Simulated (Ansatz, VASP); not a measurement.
**Nb: VASP beside Ansatz**

```
Nb
1.0
     0.00000    2.01937    2.01937
     2.01937    0.00000    2.01937
     2.01937    2.01937    0.00000
Nb
1
Cartesian
  0.0000 0.0000 0.0000
```

Alike in both runs: task single point; functional r2SCAN; k mesh 14 × 14 × 14; occupations fermi-dirac, width 0.1 eV; no spin polarisation.

```csv
,VASP,Ansatz
version,VASP 6.6.1,Ansatz 0.2.0
potentials or method,"VASP PAW PBE potentials, release 64 (Nb_sv), cutoff 520 eV","plane waves (500 eV) with PAW, scalar-relativistic"
valence electrons in the cell,13,13
```

```csv
,VASP,Ansatz,Ansatz less VASP
pressure (GPa),26.2,26.4,+0.20
```

VASP's potentials were made for PBE, not for r2SCAN.
